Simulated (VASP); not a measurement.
# Pt (Fm-3m) in VASP: notebook

Runs on Pt. Level: PBE. Tasks: single point, relaxation of cell and atoms.

All numbers are computed with VASP 6.6.1; they aren't measurements. Logs are shortened: lines on timing, memory, paths and dates and some standing lists are left out, and cuts for length are marked.

### Step 1. The cell of the first run

Symmetry: Fm-3m, No. 225, cubic system. The conventional cell has a = 3.968 Å, b = 3.968 Å, c = 3.968 Å, α = 90.00°, β = 90.00°, γ = 90.00°. Within 3.7 Å of Pt (site symmetry m-3m) lie 12 Pt at 2.81 Å.

### Step 2. Single point, PBE

File INCAR:

```
PREC = Accurate ; ENCUT = 500
EDIFF = 1E-6 ; ISMEAR = 0
SIGMA = 0.1 ; LREAL = False
LASPH = True ; NELM = 120
ALGO = Normal ; ISIF = 2
LWAVE = False ; LCHARG = False
GGA = PE ; NBANDS = 11
GGA_COMPAT = False
```

File KPOINTS:

```
Automatic mesh
0
Gamma
  11 11 11
```

File POSCAR:

```
Pt
1.0
    0.0000000000      1.9841516202      1.9841516202
    1.9841516202      0.0000000000      1.9841516202
    1.9841516202      1.9841516202      0.0000000000
Pt
1
Direct
    0.0000000000      0.0000000000      0.0000000000
```

Potentials or basis: VASP PAW PBE potentials, release 64 (Pt).

On the command line:

```console
$ cat potpaw_PBE.64/Pt/POTCAR > POTCAR
$ mpirun -np 1 vasp_std > vasp.out
```

OUTCAR:

```text
PREC = Accurate
   ENCUT = 500
   EDIFF = 1E-6
   ISMEAR = 0
   LREAL = False
   LASPH = True
   NELM = 120
   ISIF = 2
   GGA = PE

 ion  position               nearest neighbor table
   1  0.000  0.000  0.000-

  LATTYP: Found a face centered cubic cell.
 ALAT       =     3.9683032404

  Lattice vectors:

 A1 = (   0.0000000000,   1.9841516202,   1.9841516202)
 A2 = (   1.9841516202,   0.0000000000,   1.9841516202)
 A3 = (   1.9841516202,   1.9841516202,   0.0000000000)

Analysis of symmetry for initial positions (statically):
=====================================================================
 Subroutine PRICEL returns:
 Original cell was already a primitive cell.

 Routine SETGRP: Setting up the symmetry group for a
 face centered cubic supercell.

 Subroutine GETGRP returns: Found 48 space group operations
 (whereof 48 operations were pure point group operations)
 out of a pool of 48 trial point group operations.

The static configuration has the point symmetry O_h .

Analysis of symmetry for dynamics (positions and initial velocities):
=====================================================================
 Subroutine PRICEL returns:
 Original cell was already a primitive cell.

 Routine SETGRP: Setting up the symmetry group for a
 face centered cubic supercell.

 Subroutine GETGRP returns: Found 48 space group operations
 (whereof 48 operations were pure point group operations)
 out of a pool of 48 trial point group operations.

The dynamic configuration has the point symmetry O_h .

 Subroutine INISYM returns: Found 48 space group operations
 (whereof 48 operations are pure point group operations),
 and found     1 'primitive' translations

----------------------------------------------------------------------------------------

                                     Primitive cell

  volume of cell :      15.6226

  direct lattice vectors                    reciprocal lattice vectors
     0.000000000  1.984151620  1.984151620    -0.251996871  0.251996871  0.251996871
     1.984151620  0.000000000  1.984151620     0.251996871 -0.251996871  0.251996871
     1.984151620  1.984151620  0.000000000     0.251996871  0.251996871 -0.251996871

  length of vectors
     2.806014131  2.806014131  2.806014131     0.436471384  0.436471384  0.436471384

  position of ions in fractional coordinates (direct lattice)
     0.000000000  0.000000000  0.000000000

  ion indices of the primitive-cell ions
   primitive index   ion index
                 1           1

----------------------------------------------------------------------------------------

 KPOINTS: Automatic mesh

Automatic generation of k-mesh.
 Grid dimensions read from file:
 generate k-points for:   11   11   11

 Generating k-lattice:

  Cartesian coordinates                     Fractional coordinates (reciprocal lattice)
    -0.022908806  0.022908806  0.022908806     0.090909091  0.000000000  0.000000000
     0.022908806 -0.022908806  0.022908806     0.000000000  0.090909091  0.000000000
     0.022908806  0.022908806 -0.022908806     0.000000000  0.000000000  0.090909091

  Length of vectors
     0.039679217  0.039679217  0.039679217

  Shift w.r.t. Gamma in fractional coordinates (k-lattice)
     0.000000000  0.000000000  0.000000000

 Subroutine IBZKPT returns following result:
 ===========================================

 Found     56 irreducible k-points:

 Following reciprocal coordinates:
            Coordinates               Weight
  0.000000  0.000000  0.000000      1.000000
  0.090909  0.000000  0.000000      8.000000
  0.181818  0.000000  0.000000      8.000000
  0.272727  0.000000  0.000000      8.000000
  0.363636  0.000000  0.000000      8.000000
  0.454545  0.000000  0.000000      8.000000
[... 16 lines left out ...]
 -0.272727  0.181818  0.000000     24.000000
 -0.181818  0.181818  0.000000     12.000000
 [... further k-points ...]
   k-points           NKPTS =     56   k-points in BZ     NKDIM =     56   number of bands    NBANDS=     11
   number of dos      NEDOS =    301   number of ions     NIONS =      1
   total plane-waves  NPLWV =   8000
   dimension x,y,z NGX =    20 NGY =   20 NGZ =   20
   dimension x,y,z NGXF=    40 NGYF=   40 NGZF=   40
   ions per type =               1
   NGX,Y,Z   is equivalent  to a cutoff of  11.85, 11.85, 11.85 a.u.
   NGXF,Y,Z  is equivalent  to a cutoff of  23.70, 23.70, 23.70 a.u.
 SYSTEM =  unknown system
   PREC   = accura    normal or accurate (medium, high low for compatibility)
   ISTART =      0    job   : 0-new  1-cont  2-samecut
   ICHARG =      2    charge: 1-file 2-atom 10-const
   ISPIN  =      1    spin polarized calculation?
   LNONCOLLINEAR =      F non collinear calculations
   LSORBIT =      F    spin-orbit coupling
   LASPH  =      T    aspherical Exc in radial PAW
   ENCUT  =  500.0 eV  36.75 Ry    6.06 a.u.   5.12  5.12  5.12*2*pi/ulx,y,z
   NELM   =    120;   NELMIN=  2; NELMDL= -5     # of ELM steps
   EDIFF  = 0.1E-05   stopping-criterion for ELM
   LREAL  =      F    real-space projection
   EDIFFG = 0.1E-04   stopping-criterion for IOM
   NSW    =      0    number of steps for IOM
   IBRION =     -1    ionic relax: 0-MD 1-quasi-New 2-CG
   NFREE  =      0    steps in history (QN), initial steepest desc. (CG)
   ISIF   =      2    stress and relaxation
   ISYM   =      2    0-nonsym 1-usesym 2-fastsym
   POTIM  = 0.5000    time-step for ionic-motion
   TEBEG  =    0.0;   TEEND  =   0.0 temperature during run
   PSTRESS=    0.0 pullay stress
   NELECT =      10.0000    total number of electrons
   NUPDOWN=      -1.0000    fix difference up-down
   EMIN   =  10.00;   EMAX   =-10.00  energy-range for DOS
   EFERMI =   0.00;   METHOD = LEGACY
   ISMEAR =     0;   SIGMA  =   0.10  broadening in eV -4-tet -1-fermi 0-gaus
   EFERMI_NEDOS =   21; number of points for ismear=-14 and -15
   IALGO  =     38    algorithm
   IMIX   =      4    mixing-type and parameters
     AMIX     =   0.40;   BMIX     =  1.00
     AMIX_MAG =   1.60;   BMIX_MAG =  1.00
  volume/ion in A,a.u.               =      15.62       105.43
  Fermi-wavevector in a.u.,A,eV,Ry     =   1.410880  2.666176 27.083505  1.990581
  Thomas-Fermi vector in A             =   2.532788
   LORBIT       =      0    0 simple, 1 ext, 2 COOP (PROOUT), +10 PAW based schemes
   GGA     = PE    functional components
   LHFCALC =     F    Hartree Fock is set to
   AEXX    =    0.0000 exact exchange contribution
   IVDW    =     0    specifies the selected vdW correction
   LEPSILON=     F    determine dielectric tensor
   LRPA    =     F    only Hartree local field effects (RPA)
 non-spin polarized calculation
 Gauss-broadening in eV      SIGMA  =   0.10
  energy-cutoff  :      500.00
  volume of cell :       15.62
 maximum number of plane-waves:       411
   NGX = 11   NGY = 11   NGZ = 11

 number of electron      10.0000002 magnetization

 Free energy of the ion-electron system (eV)
  ---------------------------------------------------
  ext. energy  EPLUGINS =         0.00000000
  ---------------------------------------------------
  free energy    TOTEN  =        -6.10908999 eV

  energy without entropy =       -6.09690311  energy(sigma->0) =       -6.10299655

 E-fermi :  10.5435     XC(G=0): -13.2817

 val. band max:       10.5427589668   @ k =   0.4545   0.0000   0.0000
 cond. band min:      10.5477865862   @ k =   0.4545   0.4545   0.0000
 fundamental gap:      0.0050276194
 Fermi energy:        10.5434947333

 k-point     1 :       0.0000    0.0000    0.0000
  band No.  band energies     occupation
      1       0.7739      2.00000
      2       7.0103      2.00000
      3       7.0103      2.00000
      4       7.0103      2.00000
      5       9.0432      2.00000
      6       9.0432      2.00000
      7      25.3311      0.00000
      8      30.1007      0.00000
      9      30.1007      0.00000
     10      30.1007      0.00000
     11      35.3214      0.00000

 k-point     2 :       0.0909    0.0000    0.0000
  band No.  band energies     occupation
      1       1.0922      2.00000
      2       6.8787      2.00000
      3       7.1304      2.00000
      4       7.1304      2.00000
      5       8.9820      2.00000
      6       8.9820      2.00000
      7      25.8007      0.00000
      8      28.5817      0.00000
      9      30.5764      0.00000
     10      30.5764      0.00000
     11      36.7124      0.00000

 k-point     3 :       0.1818    0.0000    0.0000
  band No.  band energies     occupation
      1       1.9608      2.00000
      2       6.6429      2.00000
      3       7.3492      2.00000
      4       7.3492      2.00000
      5       8.9662      2.00000
      6       8.9662      2.00000
      7      25.9179      0.00000
      8      26.8024      0.00000
      9      31.8623      0.00000
     10      31.8623      0.00000
     11      34.6509      0.00000

 k-point     4 :       0.2727    0.0000    0.0000
  band No.  band energies     occupation
      1       3.0037      2.00000
      2       6.8060      2.00000
      3       7.3331      2.00000
      4       7.3331      2.00000
      5       9.3565      2.00000
      6       9.3565      2.00000
      7      22.9000      0.00000
      8      26.7354      0.00000
      9      32.8066      0.00000
     10      32.8066      0.00000
     11      34.0153      0.00000
[... 239 lines left out ...]
 k-point    22 :      -0.3636    0.1818    0.0000
  band No.  band energies     occupation
      1       4.5823      2.00000
      2       6.4352      2.00000
      3       7.4576      2.00000
      4       7.7245      2.00000
      5       9.8678      2.00000
      6      12.9871      0.00000
      7      17.9211      0.00000
      8      24.7580      0.00000
      9      27.3980      0.00000
     10      29.7665      0.00000
     11      35.6053      0.00000

 k-point    23 :      -0.2727    0.1818    0.0000
  band No.  band energies     occupation
      1       4.4779      2.00000
      2       6.4115      2.00000
      3       6.8515      2.00000
      4       7.8719      2.00000
      5       8.9687      2.00000
      6      11.6745      0.00000
      7      21.1279      0.00000
      8      25.0962      0.00000
      9      27.9786      0.00000
     10      32.4441      0.00000
     11      32.8044      0.00000

 k-point    24 :      -0.1818    0.1818    0.0000
  band No.  band energies     occupation
      1       3.6259      2.00000
      2       6.1518      2.00000
      3       7.2041      2.00000
      4       8.1263      2.00000
      5       8.1871      2.00000
      6      10.5100      1.36401
      7      23.8517      0.00000
      8      26.2839      0.00000
      9      29.4409      0.00000
     10      30.6396      0.00000
     11      34.8154      0.00000

 [... further k-points ...]

------------------------ aborting loop because EDIFF is reached ----------------------------------------

  FORCE on cell =-STRESS in cart. coord.  units (eV):
  Direction    XX          YY          ZZ          XY          YZ          ZX
  --------------------------------------------------------------------------------------
  -------------------------------------------------------------------------------------
  Total       -0.0453307     -0.0453307     -0.0453307      0.0000000     -0.0000000      0.0000000
  in kB       -4.6488805     -4.6488805     -4.6488805      0.0000000     -0.0000000      0.0000000
  external PRESSURE =      -4.6488805 kB  Pullay stress =       0.0000000 kB

 VOLUME and BASIS-vectors are now :
 -----------------------------------------------------------------------------
  energy-cutoff  :      500.00
  volume of cell :       15.62
      direct lattice vectors                 reciprocal lattice vectors
     0.000000000  1.984151620  1.984151620    -0.251996871  0.251996871  0.251996871
     1.984151620  0.000000000  1.984151620     0.251996871 -0.251996871  0.251996871
     1.984151620  1.984151620  0.000000000     0.251996871  0.251996871 -0.251996871

 POSITION                                       TOTAL-FORCE (eV/Angst)
 -----------------------------------------------------------------------------------
      0.00000      0.00000      0.00000        -0.000000     -0.000000      0.000000
 -----------------------------------------------------------------------------------
    total drift:                                0.000000      0.000000      0.000000

  FREE ENERGIE OF THE ION-ELECTRON SYSTEM (eV)
  ---------------------------------------------------
  free  energy   TOTEN  =        -6.1090899914 eV

  energy  without entropy=       -6.0969031146  energy(sigma->0) =       -6.10299655
```

Run time: 3.6 s. Hardware: 1 thread of Intel Xeon 6975P-C (Granite Rapids), shared host; peak memory 0.13 GiB.

What came out:

- Free energy: -6.1091 eV
- Pressure: -0.5 GPa
- Band gap on the k mesh: zero (bands 5 and 6 overlap by 1.99 eV)

Caveat: spin-orbit coupling is left out, which moves the levels of the heavy elements.

(Continued in part 2 of 2.)
